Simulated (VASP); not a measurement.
Write the native input for VASP 6.6.1 that does the following.

| Property | Result |
| --- | --- |
| Task | single point |
| Functional | PBE |
| Potentials or basis | VASP PAW PBE potentials, release 64 (Se) |
| Cutoff | 520 eV |
| k mesh | 15 × 15 × 15 |
| Occupations | gaussian, width 0.1 eV |
| Spin | no spin polarisation |
| Dipole correction | no |
| Further INCAR settings | ALGO = Normal; EDIFF = 1e-06; NBANDS = 9 |

The structure of Se lies in POSCAR:

```
Se
1.0
    1.9405072132      1.1203523619      1.5803694206
   -1.9405072132      1.1203523619      1.5803694206
    0.0000000000     -2.2407047238      1.5803694206
Se
1
Direct
    0.0000000000      0.0000000000      0.0000000000
```

This isn't the form of Se at room conditions, which is trigonal, of chains.

One way to write it, as run:

INCAR

```
SYSTEM = Se
ALGO     = Normal         ! electronic algorithm
EDIFF    = 1E-6           ! SCF threshold, eV
ENCUT    = 520            ! plane-wave cutoff, eV
GGA      = PE             ! functional
ISIF     = 2              ! what is computed and relaxed
ISMEAR   = 0              ! smearing method
LASPH    = .True.         ! aspherical terms in the spheres
LCHARG   = .False.        ! write CHGCAR
LREAL    = .False.        ! projectors in reciprocal space
LWAVE    = .False.        ! write WAVECAR
NBANDS   = 9              ! bands
NELM     = 80             ! most SCF steps
PREC     = Accurate       ! precision mode
SIGMA    = 0.1            ! smearing width, eV
```

KPOINTS

```
k-points
0
Gamma
  15 15 15
  0 0 0
```

Potentials or basis: VASP PAW PBE potentials, release 64 (Se).

Run with:

```bash
$ cat potpaw_PBE.64/Se/POTCAR > POTCAR
$ mpirun -np 1 vasp_std > vasp.out
```

It gave:

- Pressure: 8.3 GPa
- Band gap on the k mesh: zero (bands 3 and 4 overlap by 6.81 eV)

Caveat: the cell stands under pressure.

Wall time 45 s on 1 thread of AMD EPYC 7R13, on a shared host, peak memory 0.14 GiB.
